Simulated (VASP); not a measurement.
# Y (Fm-3m) in VASP: notebook

Y is run at these levels: PBEsol; tasks: relaxation of cell and atoms.

Program: VASP 6.6.1. These are calculated values, not measurements. Logs are shortened: lines on timing, memory, paths and dates and some standing lists are left out, and cuts for length are marked.

### Step 1. The cell of the first run

Symmetry: Fm-3m, No. 225, cubic system. The conventional cell has a = 5.090 Å, b = 5.090 Å, c = 5.090 Å, α = 90.00°, β = 90.00°, γ = 90.00°. Y (site symmetry m-3m) has 12 Y at 3.60 Å within 4.7 Å.

This isn't the form of Y at room conditions, which is hcp.

### Step 2. Relaxation of cell and atoms, PBEsol, target pressure 10 GPa, at which the enthalpy is minimised

Contents of INCAR:

```
SYSTEM = Y
PREC     = Accurate       ! precision mode
ENCUT    = 500            ! plane-wave cutoff, eV
EDIFF    = 1E-7           ! SCF threshold, eV
ISMEAR   = -1             ! smearing method
SIGMA    = 0.1            ! smearing width, eV
LREAL    = .FALSE.        ! projectors in reciprocal space
LASPH    = .TRUE.         ! aspherical terms in the spheres
NELM     = 120            ! most SCF steps
ALGO     = Normal         ! electronic algorithm
ISIF     = 3              ! what is computed and relaxed
LWAVE    = .FALSE.        ! write WAVECAR
LCHARG   = .FALSE.        ! write CHGCAR
GGA      = PS             ! functional
IBRION   = 2              ! ionic algorithm
NSW      = 80             ! ionic steps
EDIFFG   = -0.02          ! ionic threshold
PSTRESS  = 100.0        
GGA_COMPAT= .FALSE.      
NELMIN   = 4
```

Contents of KPOINTS:

```
Automatic mesh
0
G
  8 8 8
  0 0 0
```

Contents of POSCAR:

```
Y
1.0
    0.0000000000      2.5450000000      2.5450000000
    2.5450000000      0.0000000000      2.5450000000
    2.5450000000      2.5450000000      0.0000000000
Y
1
Direct
    0.0000000000      0.0000000000      0.0000000000
```

Potentials or basis: VASP PAW PBE potentials, release 64 (Y_sv).

Launch:

```console
cat potpaw_PBE.64/Y_sv/POTCAR > POTCAR
mpirun -np 1 vasp_std > vasp.out
```

OUTCAR:

```text
SYSTEM = Y
   PREC = Accurate
   ENCUT = 500
   EDIFF = 1E-7
   ISMEAR = -1
   LREAL = .FALSE.
   LASPH = .TRUE.
   NELM = 120
   ISIF = 3
   GGA = PS
   IBRION = 2
   NSW = 80
   EDIFFG = -0.02
   PSTRESS = 100.0
   NELMIN = 4

 ion  position               nearest neighbor table
   1  0.000  0.000  0.000-

  LATTYP: Found a face centered cubic cell.
 ALAT       =     5.0900000000

  Lattice vectors:

 A1 = (   0.0000000000,   2.5450000000,   2.5450000000)
 A2 = (   2.5450000000,   0.0000000000,   2.5450000000)
 A3 = (   2.5450000000,   2.5450000000,   0.0000000000)

Analysis of symmetry for initial positions (statically):
=====================================================================
 Subroutine PRICEL returns:
 Original cell was already a primitive cell.

 Routine SETGRP: Setting up the symmetry group for a
 face centered cubic supercell.

 Subroutine GETGRP returns: Found 48 space group operations
 (whereof 48 operations were pure point group operations)
 out of a pool of 48 trial point group operations.

The static configuration has the point symmetry O_h .

Analysis of symmetry for dynamics (positions and initial velocities):
=====================================================================
 Subroutine PRICEL returns:
 Original cell was already a primitive cell.

 Routine SETGRP: Setting up the symmetry group for a
 face centered cubic supercell.

 Subroutine GETGRP returns: Found 48 space group operations
 (whereof 48 operations were pure point group operations)
 out of a pool of 48 trial point group operations.

The dynamic configuration has the point symmetry O_h .

 Subroutine INISYM returns: Found 48 space group operations
 (whereof 48 operations are pure point group operations),
 and found     1 'primitive' translations

----------------------------------------------------------------------------------------

                                     Primitive cell

  volume of cell :      32.9681

  direct lattice vectors                    reciprocal lattice vectors
     0.000000000  2.545000000  2.545000000    -0.196463654  0.196463654  0.196463654
     2.545000000  0.000000000  2.545000000     0.196463654 -0.196463654  0.196463654
     2.545000000  2.545000000  0.000000000     0.196463654  0.196463654 -0.196463654

  length of vectors
     3.599173516  3.599173516  3.599173516     0.340285031  0.340285031  0.340285031

  position of ions in fractional coordinates (direct lattice)
     0.000000000  0.000000000  0.000000000

  ion indices of the primitive-cell ions
   primitive index   ion index
                 1           1

----------------------------------------------------------------------------------------

 KPOINTS: Automatic mesh

Automatic generation of k-mesh.
 Grid dimensions read from file:
 generate k-points for:    8    8    8

 Generating k-lattice:

  Cartesian coordinates                     Fractional coordinates (reciprocal lattice)
    -0.024557957  0.024557957  0.024557957     0.125000000  0.000000000  0.000000000
     0.024557957 -0.024557957  0.024557957     0.000000000  0.125000000  0.000000000
     0.024557957  0.024557957 -0.024557957     0.000000000  0.000000000  0.125000000

  Length of vectors
     0.042535629  0.042535629  0.042535629

  Shift w.r.t. Gamma in fractional coordinates (k-lattice)
     0.000000000  0.000000000  0.000000000

 Subroutine IBZKPT returns following result:
 ===========================================

 Found     29 irreducible k-points:

 Following reciprocal coordinates:
            Coordinates               Weight
  0.000000  0.000000  0.000000      1.000000
  0.125000  0.000000  0.000000      8.000000
  0.250000  0.000000  0.000000      8.000000
  0.375000  0.000000  0.000000      8.000000
  0.500000  0.000000  0.000000      4.000000
  0.125000  0.125000  0.000000      6.000000
[... 16 lines left out ...]
  0.500000  0.250000  0.125000     48.000000
 -0.375000  0.250000  0.125000     24.000000
 [... further k-points ...]
   k-points           NKPTS =     29   k-points in BZ     NKDIM =     29   number of bands    NBANDS=      9
   number of dos      NEDOS =    301   number of ions     NIONS =      1
   total plane-waves  NPLWV =  21952
   dimension x,y,z NGX =    28 NGY =   28 NGZ =   28
   dimension x,y,z NGXF=    56 NGYF=   56 NGZF=   56
   ions per type =               1
   NGX,Y,Z   is equivalent  to a cutoff of  12.93, 12.93, 12.93 a.u.
   NGXF,Y,Z  is equivalent  to a cutoff of  25.87, 25.87, 25.87 a.u.
 SYSTEM =  Y
   PREC   = accura    normal or accurate (medium, high low for compatibility)
   ISTART =      0    job   : 0-new  1-cont  2-samecut
   ICHARG =      2    charge: 1-file 2-atom 10-const
   ISPIN  =      1    spin polarized calculation?
   LNONCOLLINEAR =      F non collinear calculations
   LSORBIT =      F    spin-orbit coupling
   LASPH  =      T    aspherical Exc in radial PAW
   ENCUT  =  500.0 eV  36.75 Ry    6.06 a.u.   6.56  6.56  6.56*2*pi/ulx,y,z
   NELM   =    120;   NELMIN=  4; NELMDL= -5     # of ELM steps
   EDIFF  = 0.1E-06   stopping-criterion for ELM
   LREAL  =      F    real-space projection
   EDIFFG = -.2E-01   stopping-criterion for IOM
   NSW    =     80    number of steps for IOM
   IBRION =      2    ionic relax: 0-MD 1-quasi-New 2-CG
   NFREE  =      1    steps in history (QN), initial steepest desc. (CG)
   ISIF   =      3    stress and relaxation
   ISYM   =      2    0-nonsym 1-usesym 2-fastsym
   POTIM  = 0.5000    time-step for ionic-motion
   TEBEG  =    0.0;   TEEND  =   0.0 temperature during run
   PSTRESS=  100.0 pullay stress
   NELECT =      11.0000    total number of electrons
   NUPDOWN=      -1.0000    fix difference up-down
   EMIN   =  10.00;   EMAX   =-10.00  energy-range for DOS
   EFERMI =   0.00;   METHOD = LEGACY
   ISMEAR =    -1;   SIGMA  =   0.10  broadening in eV -4-tet -1-fermi 0-gaus
   EFERMI_NEDOS =   21; number of points for ismear=-14 and -15
   IALGO  =     38    algorithm
   IMIX   =      4    mixing-type and parameters
     AMIX     =   0.40;   BMIX     =  1.00
     AMIX_MAG =   1.60;   BMIX_MAG =  1.00
  volume/ion in A,a.u.               =      32.97       222.48
  Fermi-wavevector in a.u.,A,eV,Ry     =   1.135467  2.145722 17.541799  1.289286
  Thomas-Fermi vector in A             =   2.272172
   LORBIT       =      0    0 simple, 1 ext, 2 COOP (PROOUT), +10 PAW based schemes
   GGA     = PS    functional components
   LHFCALC =     F    Hartree Fock is set to
   AEXX    =    0.0000 exact exchange contribution
   IVDW    =     0    specifies the selected vdW correction
   LEPSILON=     F    determine dielectric tensor
   LRPA    =     F    only Hartree local field effects (RPA)
 conjugate gradient relaxation of ions
 non-spin polarized calculation
  energy-cutoff  :      500.00
  volume of cell :       32.97
 maximum number of plane-waves:       869
 NGX is ok and might be reduce to    28
   NGX = 13   NGY = 13   NGZ = 13

--------------------------------------- Ionic step        1  -------------------------------------------

 number of electron      11.0000001 magnetization

 Free energy of the ion-electron system (eV)
  ---------------------------------------------------
  ext. energy  EPLUGINS =         0.00000000
  ---------------------------------------------------
  free energy    TOTEN  =        -6.80976952 eV

  energy without entropy =       -6.75706149  energy(sigma->0) =       -6.78341550

 E-fermi :   2.9128     XC(G=0):  -9.5168

 val. band max:        2.7926622862   @ k =  -0.2500   0.3750   0.1250
 cond. band min:       2.9621781713   @ k =   0.5000   0.2500   0.1250
 fundamental gap:      0.1695158850
 Fermi energy:         2.9128190704

 k-point     1 :       0.0000    0.0000    0.0000
  band No.  band energies     occupation
      1     -39.7053      2.00000
      2     -19.4295      2.00000
      3     -19.4295      2.00000
      4     -19.4295      2.00000
      5      -1.8316      2.00000
      6       4.6801      0.00000
      7       4.6801      0.00000
      8       4.6801      0.00000
      9       6.6590      0.00000

 k-point     2 :       0.1250    0.0000    0.0000
  band No.  band energies     occupation
      1     -39.6963      2.00000
      2     -19.5137      2.00000
      3     -19.4402      2.00000
      4     -19.4402      2.00000
      5      -1.4537      2.00000
      6       4.2907      0.00000
      7       4.8408      0.00000
      8       4.8408      0.00000
      9       6.4980      0.00000

 k-point     3 :       0.2500    0.0000    0.0000
  band No.  band energies     occupation
      1     -39.6743      2.00000
      2     -19.7113      2.00000
      3     -19.4659      2.00000
      4     -19.4659      2.00000
      5      -0.4746      2.00000
      6       3.6293      0.00155
      7       4.9267      0.00000
      8       4.9267      0.00000
      9       6.6408      0.00000
[... 302 lines left out ...]
 VOLUME and BASIS-vectors are now :
 -----------------------------------------------------------------------------
  energy-cutoff  :      500.00
  volume of cell :       22.14
      direct lattice vectors                 reciprocal lattice vectors
     0.000000000  2.228647330  2.228647330    -0.224351333  0.224351333  0.224351333
     2.228647330 -0.000000000  2.228647330     0.224351333 -0.224351333  0.224351333
     2.228647330  2.228647330 -0.000000000     0.224351333  0.224351333 -0.224351333

 POSITION                                       TOTAL-FORCE (eV/Angst)
 -----------------------------------------------------------------------------------
      2.22865     -0.00000      2.22865        -0.000000     -0.000000      0.000000
 -----------------------------------------------------------------------------------
    total drift:                                0.000000     -0.000000      0.000000

  FREE ENERGIE OF THE ION-ELECTRON SYSTEM (eV)
  ---------------------------------------------------
  free  energy   TOTEN  =        -6.3338008145 eV

  energy  without entropy=       -6.2959200512  energy(sigma->0) =       -6.31486043

  enthalpy is  TOTEN    =        -4.9520063084 eV   P V=        1.3817945062

--------------------------------------- Ionic step        3  -------------------------------------------

 number of electron      11.0000000 magnetization

 Free energy of the ion-electron system (eV)
  ---------------------------------------------------
  ext. energy  EPLUGINS =         0.00000000
  ---------------------------------------------------
  free energy    TOTEN  =        -6.69030349 eV

  energy without entropy =       -6.65163846  energy(sigma->0) =       -6.67097097

 E-fermi :   4.1559     XC(G=0): -10.5306

 val. band max:        4.0875796689   @ k =   0.2500   0.2500   0.0000
 cond. band min:       4.2552755861   @ k =   0.5000   0.2500   0.1250
 fundamental gap:      0.1676959172
 Fermi energy:         4.1559056544

 k-point     1 :       0.0000    0.0000    0.0000
  band No.  band energies     occupation
      1     -37.9167      2.00000
      2     -17.3597      2.00000
      3     -17.3597      2.00000
      4     -17.3597      2.00000
      5      -0.8500      2.00000
      6       6.1893      0.00000
      7       6.1893      0.00000
      8       6.1893      0.00000
      9       8.8509      0.00000

 k-point     2 :       0.1250    0.0000    0.0000
  band No.  band energies     occupation
      1     -37.8914      2.00000
      2     -17.5516      2.00000
      3     -17.3822      2.00000
      4     -17.3822      2.00000
      5      -0.3507      2.00000
      6       5.6860      0.00000
      7       6.4016      0.00000
      8       6.4016      0.00000
      9       8.6023      0.00000

 k-point     3 :       0.2500    0.0000    0.0000
  band No.  band energies     occupation
      1     -37.8295      2.00000
      2     -17.9906      2.00000
      3     -17.4359      2.00000
      4     -17.4359      2.00000
      5       0.8272      2.00000
      6       4.9947      0.00045
      7       6.5021      0.00000
      8       6.5021      0.00000
      9       8.7751      0.00000
[... 265 lines left out ...]
 VOLUME and BASIS-vectors are now :
 -----------------------------------------------------------------------------
  energy-cutoff  :      500.00
  volume of cell :       25.76
      direct lattice vectors                 reciprocal lattice vectors
     0.000000000  2.344104884  2.344104884    -0.213301036  0.213301036  0.213301036
     2.344104884 -0.000000000  2.344104884     0.213301036 -0.213301036  0.213301036
     2.344104884  2.344104884 -0.000000000     0.213301036  0.213301036 -0.213301036

 POSITION                                       TOTAL-FORCE (eV/Angst)
 -----------------------------------------------------------------------------------
      0.00000      0.00000      0.00000         0.000000      0.000000     -0.000000
 -----------------------------------------------------------------------------------
    total drift:                               -0.000000     -0.000000     -0.000000

  FREE ENERGIE OF THE ION-ELECTRON SYSTEM (eV)
  ---------------------------------------------------
  free  energy   TOTEN  =        -6.6903034918 eV

  energy  without entropy=       -6.6516384580  energy(sigma->0) =       -6.67097097

  enthalpy is  TOTEN    =        -5.0824349717 eV   P V=        1.6078685201

 reached required accuracy - stopping structural energy minimisation
```

Wall time 40 s (1 thread of Intel Xeon Platinum 8259CL at 2.50GHz (Skylake/Cascade Lake), shared host); peak memory 0.18 GiB.

What came out:

- Free energy: -6.6903 eV
- Relaxed volume: 25.76 Å³/atom
- Relaxed cell: a = 3.315 Å, b = 3.315 Å, c = 3.315 Å, α = 60.00°, β = 60.00°, γ = 60.00°
- Space group after relaxing (to 0.1 Å): Fm-3m (No. 225)
- Energy change on relaxing (the run minimises the enthalpy): +119.5 meV/atom
- Ionic steps: 3
- Pressure after relaxing: 9.9 GPa
- Band gap on the k mesh: zero (an odd number of electrons rules out a gap without spin polarisation)

Step by step:
```
step  energy change (eV)  largest force (eV/Å)  pressure (GPa)  volume (Å³)
   1              0.0000                0.0000           -2.52        32.97
   2              0.4760                0.0000           22.68        22.14
   3              0.1195                0.0000            9.90        25.76
```

Final structure:
```
Y
1.0
     0.00000    2.34410    2.34410
     2.34410    0.00000    2.34410
     2.34410    2.34410    0.00000
Y
1
Direct
  0.00000 0.00000 0.00000
```

Caveat: the cell is relaxed towards a set pressure, so the run minimises the enthalpy, not the energy; the volume moved by over 15 % at a fixed basis, so the end points are rough; the PAW data sets were made with another functional, which shifts forces and pressure a little.

### Step 3. Relaxation of cell and atoms, PBEsol, target pressure 20 GPa, at which the enthalpy is minimised

Contents of INCAR:

```
SYSTEM = Y
PREC = Accurate
ENCUT = 500
EDIFF = 1E-7
ISMEAR = -1
SIGMA = 0.1
LREAL = .FALSE.
LASPH = .TRUE.
NELM = 120
ALGO = Normal
ISIF = 3
LWAVE = .FALSE.
LCHARG = .FALSE.
GGA = PS
IBRION = 2
NSW = 80
EDIFFG = -0.02
PSTRESS = 200.0
GGA_COMPAT = .FALSE.
NELMIN = 4
```

Contents of KPOINTS:

```
regular mesh
0
G
  8 8 8
  0 0 0
```

POSCAR is that of step 2.

Potentials or basis: VASP PAW PBE potentials, release 64 (Y_sv).

Launch:

```console
cat potpaw_PBE.64/Y_sv/POTCAR > POTCAR
mpirun -np 1 vasp_std > vasp.out
```

Run time: 98 s. Hardware: 1 thread of Intel Xeon Platinum 8259CL at 2.50GHz (Skylake/Cascade Lake), shared host; peak memory 0.2 GiB.

It converged, with:

```yaml
Free_energy: -6.4174 eV
Relaxed_volume: 22.77 Å³/atom
Relaxed_cell: a = 3.181 Å, b = 3.181 Å, c = 3.181 Å, α = 60.00°, β = 60.00°, γ = 60.00°
Space_group_after_relaxing_to_0.1_Å: Fm-3m (No. 225)
Energy_change_on_relaxing_the_run_minimises_the_enthalpy: +392.4 meV/atom
Ionic_steps: 7
Pressure_after_relaxing: 20.0 GPa
Band_gap_on_the_k_mesh: zero (an odd number of electrons rules out a gap without spin polarisation)
```

Step by step:
| step | energy change (eV) | largest force (eV/Å) | pressure (GPa) | volume (Å³) |
| --- | --- | --- | --- | --- |
| 1 | 0.0000 | 0.0000 | -2.52 | 32.97 |
| 2 | 2.3733 | 0.0000 | 81.19 | 15.43 |
| 3 | 0.3335 | 0.0000 | 18.03 | 23.26 |
| 4 | 0.3817 | 0.0000 | 19.64 | 22.85 |
| 5 | 0.4039 | 0.0000 | 20.37 | 22.68 |
| 6 | 0.3846 | 0.0000 | 19.71 | 22.83 |
| 7 | 0.3924 | 0.0000 | 20.02 | 22.77 |

Final structure:
```yaml
crystal:
  lattice:
    - [0.00000, 2.24953, 2.24953]
    - [2.24953, 0.00000, 2.24953]
    - [2.24953, 2.24953, 0.00000]
  atoms:
    - { symbol: Y, position: [0.00000, 0.00000, 0.00000] }
```

Levels at points of the mesh, in eV from the Fermi level:
```csv
k point,band 2,band 3,band 4,band 5,band 6,band 7,band 8,band 9
"(0.00, 0.00, 0.00)",-21.10,-21.10,-21.10,-5.03,2.13,2.13,2.13,5.20
"(0.50, 0.00, 0.00)",-22.82,-21.31,-21.31,-2.45,1.84,1.84,2.28,7.50
"(0.50, 0.50, 0.00)",-22.69,-21.69,-21.69,-2.73,-1.71,4.38,7.54,8.20
```

Caveat: the cell is relaxed towards a set pressure, so the run minimises the enthalpy, not the energy; the volume moved by over 15 % at a fixed basis, so the end points are rough; the PAW data sets were made with another functional, which shifts forces and pressure a little.
